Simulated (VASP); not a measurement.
# CdSe4 (I4/m) in VASP: a series of runs

The runs below take CdSe4 through relaxation of cell and atoms, single point, with PBE.

Program: VASP 6.6.1. These are calculated values, not measurements. Logs are shortened: lines on timing, memory, paths and dates and some standing lists are left out, and cuts for length are marked.

## (1) The cell of the first run

The structure is tetragonal, space group I4/m (No. 87). The conventional cell has a = 7.706 Å, b = 7.706 Å, c = 4.193 Å, α = 90.00°, β = 90.00°, γ = 90.00°. Cd (site symmetry 4/m) has 12 Se at 2.74 to 3.62 Å within 3.7 Å. Se (site symmetry m) has 9 Se at 2.68 to 3.87 Å and 3 Cd at 2.74 to 3.62 Å within 3.9 Å.

The cell was generated, and may not be a known phase.

## (2) Relaxation of cell and atoms, PBE

File INCAR:

```
SYSTEM = CdSe4
ALGO = Normal ; EDIFF = 1E-6
EDIFFG = -0.04 ; ENCUT = 600
GGA = PE ; IBRION = 2
ISIF = 3 ; ISMEAR = 0
LASPH = .TRUE. ; LCHARG = .FALSE.
LREAL = .FALSE. ; LWAVE = .FALSE.
NELM = 60 ; NSW = 90
PREC = Accurate ; SIGMA = 0.1
```

File KPOINTS:

```
k-points
0
G
  6 6 6
  0 0 0
```

File POSCAR:

```
CdSe4
1.0
   -3.8530729261      3.8530729261      2.0966129937
    3.8530729261     -3.8530729261      2.0966129937
    3.8530729261      3.8530729261     -2.0966129937
Cd Se
1 4
Direct
    0.0000000000      0.0000000000      0.0000000000
    0.3155132809      0.8364060785      0.1519193594
    0.1635939215      0.3155132809      0.4791072024
    0.8364060785      0.6844867191      0.5208927976
    0.6844867191      0.1635939215      0.8480806406
```

Potentials or basis: VASP PAW PBE potentials, release 64 (Cd, Se).

The run is started by

```console
cat potpaw_PBE.64/Cd/POTCAR potpaw_PBE.64/Se/POTCAR > POTCAR
mpirun -np 1 vasp_std > vasp.out
```

OUTCAR:

```text
SYSTEM = CdSe4
   EDIFF = 1E-6
   EDIFFG = -0.04
   ENCUT = 600
   GGA = PE
   IBRION = 2
   ISIF = 3
   ISMEAR = 0
   LASPH = .TRUE.
   LREAL = .FALSE.
   NELM = 60
   NSW = 90
   PREC = Accurate

 ion  position               nearest neighbor table
   1  0.000  0.000  0.000-   2 2.74   3 2.74   4 2.74   5 2.74
   2  0.316  0.836  0.152-   5 2.68   5 2.68   1 2.74
   3  0.164  0.316  0.479-   4 2.68   4 2.68   1 2.74
   4  0.836  0.684  0.521-   3 2.68   3 2.68   1 2.74
   5  0.684  0.164  0.848-   2 2.68   2 2.68   1 2.74

  LATTYP: Found a body centered tetragonal cell.
 ALAT       =     7.7061458522
 C/A-ratio  =     0.5441404910

  Lattice vectors:

 A1 = (  -3.8530729261,   3.8530729261,   2.0966129937)
 A2 = (   3.8530729261,  -3.8530729261,   2.0966129937)
 A3 = (   3.8530729261,   3.8530729261,  -2.0966129937)

Analysis of symmetry for initial positions (statically):
=====================================================================
 Subroutine PRICEL returns:
 Original cell was already a primitive cell.

 Routine SETGRP: Setting up the symmetry group for a
 body centered tetragonal supercell.

 Subroutine GETGRP returns: Found  8 space group operations
 (whereof  8 operations were pure point group operations)
 out of a pool of 16 trial point group operations.

The static configuration has the point symmetry C_4h.

Analysis of symmetry for dynamics (positions and initial velocities):
=====================================================================
 Subroutine PRICEL returns:
 Original cell was already a primitive cell.

 Routine SETGRP: Setting up the symmetry group for a
 body centered tetragonal supercell.

 Subroutine GETGRP returns: Found  8 space group operations
 (whereof  8 operations were pure point group operations)
 out of a pool of 16 trial point group operations.

The dynamic configuration has the point symmetry C_4h.

 Subroutine INISYM returns: Found  8 space group operations
 (whereof  8 operations are pure point group operations),
 and found     1 'primitive' translations

----------------------------------------------------------------------------------------

                                     Primitive cell

  volume of cell :     124.5067

  direct lattice vectors                    reciprocal lattice vectors
[... 108 lines left out ...]
   ISMEAR =     0;   SIGMA  =   0.10  broadening in eV -4-tet -1-fermi 0-gaus
   EFERMI_NEDOS =   21; number of points for ismear=-14 and -15
   IALGO  =     38    algorithm
   IMIX   =      4    mixing-type and parameters
     AMIX     =   0.40;   BMIX     =  1.00
     AMIX_MAG =   1.60;   BMIX_MAG =  1.00
  volume/ion in A,a.u.               =      24.90       168.04
  Fermi-wavevector in a.u.,A,eV,Ry     =   1.082542  2.045708 15.944629  1.171897
  Thomas-Fermi vector in A             =   2.218586
   LORBIT       =      0    0 simple, 1 ext, 2 COOP (PROOUT), +10 PAW based schemes
   GGA     = PE    functional components
   LHFCALC =     F    Hartree Fock is set to
   AEXX    =    0.0000 exact exchange contribution
   IVDW    =     0    specifies the selected vdW correction
   LEPSILON=     F    determine dielectric tensor
   LRPA    =     F    only Hartree local field effects (RPA)
 conjugate gradient relaxation of ions
 non-spin polarized calculation
 Gauss-broadening in eV      SIGMA  =   0.10
  energy-cutoff  :      600.00
  volume of cell :      124.51
 maximum number of plane-waves:      4205
 NGX is ok and might be reduce to    48
   NGX = 23   NGY = 23   NGZ = 23

--------------------------------------- Ionic step        1  -------------------------------------------

 number of electron      35.9999995 magnetization

 Free energy of the ion-electron system (eV)
  ---------------------------------------------------
  ext. energy  EPLUGINS =         0.00000000
  ---------------------------------------------------
  free energy    TOTEN  =       -14.04323336 eV

  energy without entropy =      -14.02554232  energy(sigma->0) =      -14.03438784

------------------------ aborting loop because EDIFF is reached ----------------------------------------

  FORCE on cell =-STRESS in cart. coord.  units (eV):
  Direction    XX          YY          ZZ          XY          YZ          ZX
  --------------------------------------------------------------------------------------
  -------------------------------------------------------------------------------------
  Total        0.0363914      0.0363914      0.3436453     -0.0000007      0.0000000      0.0000000
  in kB        0.4682913      0.4682913      4.4220969     -0.0000096      0.0000000      0.0000000
  external PRESSURE =       1.7862265 kB  Pullay stress =       0.0000000 kB
[... 98 lines left out ...]
  FREE ENERGIE OF THE ION-ELECTRON SYSTEM (eV)
  ---------------------------------------------------
  free  energy   TOTEN  =       -14.1297593061 eV

  energy  without entropy=      -14.1058694286  energy(sigma->0) =      -14.11781437

[... ionic steps 4 to 20 ...]

--------------------------------------- Ionic step       21  -------------------------------------------

 number of electron      35.9999997 magnetization

------------------------ aborting loop because EDIFF is reached ----------------------------------------
[... 73 lines left out ...]
--------------------------------------- Ionic step       23  -------------------------------------------

 number of electron      35.9999997 magnetization

 Free energy of the ion-electron system (eV)
  ---------------------------------------------------
  ext. energy  EPLUGINS =         0.00000000
  ---------------------------------------------------
  free energy    TOTEN  =       -14.84381906 eV

  energy without entropy =      -14.84203904  energy(sigma->0) =      -14.84292905

 E-fermi :   1.9984     XC(G=0):  -8.4806

 val. band max:        1.9655231584   @ k =   0.0000   0.0000   0.0000
 cond. band min:       2.1961122683   @ k =   0.1667   0.1667   0.0000
 fundamental gap:      0.2305891099
 Fermi energy:         1.9984485243

 k-point     1 :       0.0000    0.0000    0.0000
  band No.  band energies     occupation
      1     -13.1253      2.00000
      2     -12.7012      2.00000
      3      -8.8779      2.00000
      4      -8.8779      2.00000
      5      -6.8078      2.00000
      6      -6.7083      2.00000
[... 589 lines left out ...]
     21       4.0528      0.00000
     22       4.1224      0.00000

 [... further k-points ...]
[... 5 lines left out ...]
  --------------------------------------------------------------------------------------
  -------------------------------------------------------------------------------------
  Total        0.0678239      0.0678239     -0.0561013     -0.0000003      0.0000000      0.0000000
  in kB        0.7216719      0.7216719     -0.5969390     -0.0000028      0.0000000      0.0000000
  external PRESSURE =       0.2821349 kB  Pullay stress =       0.0000000 kB
[... 20 lines left out ...]
  FREE ENERGIE OF THE ION-ELECTRON SYSTEM (eV)
  ---------------------------------------------------
  free  energy   TOTEN  =       -14.8438190611 eV

  energy  without entropy=      -14.8420390427  energy(sigma->0) =      -14.84292905

 reached required accuracy - stopping structural energy minimisation
```

OSZICAR:

```text
N       E                     dE             d eps       ncg     rms          rms(c)
DAV:   1     0.242562257946E+03    0.24256E+03   -0.17895E+04  1584   0.162E+03
DAV:   2     0.382183648818E+01   -0.23874E+03   -0.23288E+03  1894   0.303E+02
DAV:   3    -0.141341650480E+02   -0.17956E+02   -0.17728E+02  1950   0.821E+01
[... 200 lines left out ...]
       N       E                     dE             d eps       ncg     rms          rms(c)
DAV:   1    -0.148438146451E+02   -0.20785E-03   -0.67286E-03  1590   0.455E-01    0.456E-02
DAV:   2    -0.148438229917E+02   -0.83466E-05   -0.38565E-04  1932   0.118E-01    0.127E-02
DAV:   3    -0.148438197921E+02    0.31996E-05   -0.95514E-06  1904   0.204E-02    0.849E-03
DAV:   4    -0.148438190611E+02    0.73105E-06   -0.24068E-06  1146   0.856E-03
  23 F= -.14843819E+02 E0= -.14842929E+02  d E =-.212260E-03
```

CONTCAR:

```text
CdSe4
   1.00000000000000
    -4.1575987750064769    4.1575967629005124    2.1777523346480314
     4.1575987750064769   -4.1575967629005124    2.1777523346480314
     4.1575967629005124    4.1575987750064769   -2.1777523346480314
  Cd              Se
     1     4
Direct
     0.0000000000000000    0.0000000000000000    0.0000000000000000
     0.2815866143575097    0.8180221806717193    0.0996087950292290
     0.1819778193282806    0.2815866143575097    0.4635644336857903
     0.8180221806717193    0.7184133856424905    0.5364355663142099
     0.7184133856424905    0.1819778193282806    0.9003912049707711

  0.00000000E+00  0.00000000E+00  0.00000000E+00
  0.00000000E+00  0.00000000E+00  0.00000000E+00
  0.00000000E+00  0.00000000E+00  0.00000000E+00
  0.00000000E+00  0.00000000E+00  0.00000000E+00
  0.00000000E+00  0.00000000E+00  0.00000000E+00
```

Run time: 59 min. Hardware: 1 thread of Intel Xeon 8259CL, shared host; peak memory 0.39 GiB.

Results:

```
Free energy                           : -14.8438 eV
Relaxed volume                        : 30.12 Å³/atom
Relaxed cell                          : a = 6.270 Å, b = 6.270 Å, c = 6.270 Å, α = 96.93°, β = 96.93°, γ = 139.35°
Space group after relaxing (to 0.1 Å) : I4/m (No. 87)
Energy gained by relaxing             : 160.1 meV/atom
Ionic steps                           : 23
Pressure after relaxing               : 0.0 GPa
Largest force after relaxing          : 0.030 eV/Å
Band gap on the k mesh                : zero (bands 18 and 19 overlap by 2.58 eV)
```

Forces in eV/Å, atoms in the order of the input:
```
Cd   0.000  0.000  0.000
Se  -0.011 -0.028  0.000
Se  -0.028  0.011  0.000
Se   0.028 -0.011  0.000
Se   0.011  0.028  0.000
```

Step by step:
| step | energy change (eV) | largest force (eV/Å) | pressure (GPa) | volume (Å³) |
| --- | --- | --- | --- | --- |
| 1 | 0.0000 | 0.2769 | 0.18 | 124.51 |
| 2 | -0.0169 | 0.3039 | 0.22 | 125.01 |
| 3 | -0.0865 | 0.5260 | 0.34 | 126.51 |
| 4 | -0.3205 | 0.9578 | 0.60 | 129.54 |
| 5 | -0.4286 | 0.6758 | 1.21 | 135.66 |
| 6 | -0.5013 | 0.4402 | 0.93 | 133.29 |
| 7 | -0.5110 | 0.4420 | 0.87 | 134.30 |
| 8 | -0.5153 | 0.4773 | 0.82 | 135.44 |
| 9 | -0.5313 | 0.4750 | 0.65 | 136.19 |
| 10 | -0.5758 | 0.4693 | 0.19 | 138.46 |
| 11 | -0.6469 | 0.4692 | -0.67 | 143.06 |
| 12 | -0.6952 | 0.6017 | -2.13 | 152.47 |
| 13 | -0.7118 | 0.5723 | -2.00 | 152.72 |
| 14 | -0.7484 | 0.4948 | -1.59 | 153.44 |
| 15 | -0.7587 | 0.4158 | -0.73 | 154.79 |
| 16 | -0.7652 | 0.4311 | -1.08 | 154.26 |
| 17 | -0.7809 | 0.3266 | -0.75 | 153.04 |
| 18 | -0.7986 | 0.0658 | 0.13 | 150.07 |
| 19 | -0.7987 | 0.0430 | 0.24 | 149.78 |
| 20 | -0.7987 | 0.0493 | 0.20 | 149.87 |
| 21 | -0.7997 | 0.0466 | 0.12 | 150.11 |
| 22 | -0.8004 | 0.0440 | -0.01 | 150.53 |
| 23 | -0.8006 | 0.0304 | 0.03 | 150.58 |

Final structure:
```
Cd Se
1.0
    -4.15760    4.15760    2.17775
     4.15760   -4.15760    2.17775
     4.15760    4.15760   -2.17775
Cd Se
1 4
Cartesian
  0.0000 0.0000 0.0000
  2.6444 -1.8161 2.1778
  2.3414 1.5132 0.0000
  1.8161 2.6444 2.1778
  1.5132 5.9737 0.0000
```

Caveat: the volume moved by over 15 % at a fixed basis, so the end points are rough.

## (3) Single point, PBE

This run uses another cell than the first one, of 30.26 Å³/atom.

File INCAR:

```
PREC = Accurate
ENCUT = 520
EDIFF = 1E-7
ISMEAR = 0
SIGMA = 0.1
LREAL = False
LASPH = True
NELM = 100
ALGO = Normal
ISIF = 2
LWAVE = False
LCHARG = False
GGA = PE
NBANDS = 26
```

File KPOINTS:

```
regular mesh
0
Gamma
  10 10 10
```

File POSCAR:

```
CdSe4
1.0
   -4.1570219175      4.1570219175      2.1884856453
    4.1570219175     -4.1570219175      2.1884856453
    4.1570219175      4.1570219175     -2.1884856453
Cd Se
1 4
Direct
    0.0000000000      0.0000000000      0.0000000000
    0.7194902184      0.8177394482      0.5372296666
    0.8177394482      0.2805097816      0.0982492298
    0.1822605518      0.7194902184      0.9017507702
    0.2805097816      0.1822605518      0.4627703334
```

Potentials or basis: VASP PAW PBE potentials, release 64 (Cd, Se).

The run is started by

```console
cat potpaw_PBE.64/Cd/POTCAR potpaw_PBE.64/Se/POTCAR > POTCAR
mpirun -np 1 vasp_std > vasp.out
```

It took 23 min on 1 thread of Intel Xeon 8259CL, shared host; peak memory 0.63 GiB.

The run converged. Its results:

| Item | Value |
| --- | --- |
| Free energy | -14.7852 eV |
| Pressure | 0.1 GPa |
| Largest force | 0.021 eV/Å |
| Band gap on the k mesh | zero (bands 18 and 19 overlap by 2.71 eV) |

Forces in eV/Å, atoms in the order of the input:
```
Cd   0.000  0.000  0.000
Se   0.004 -0.021  0.000
Se   0.021  0.004  0.000
Se  -0.021 -0.004  0.000
Se  -0.004  0.021  0.000
```

Stress tensor (GPa, compression positive):
```
0.15 0.00 0.00
0.00 0.15 0.00
0.00 0.00 0.06
```

Levels at points of the mesh, in eV from the Fermi level:
| k point | band 17 | band 18 | band 19 | band 20 | band 21 | band 22 |
| --- | --- | --- | --- | --- | --- | --- |
| (0.00, 0.00, 0.00) | -1.58 | -1.58 | 0.07 | 1.22 | 1.39 | 2.03 |
| (0.50, 0.00, 0.00) | -1.44 | 1.51 | 1.77 | 1.89 | 2.21 | 2.32 |
| (0.50, 0.50, 0.00) | -1.18 | -0.82 | -0.62 | 1.80 | 1.90 | 1.98 |
| (0.50, 0.50, 0.50) | -1.06 | -0.72 | -0.72 | 2.01 | 2.01 | 2.07 |

The gap in the log of VASP goes by the Fermi energy; the results here count the filled bands.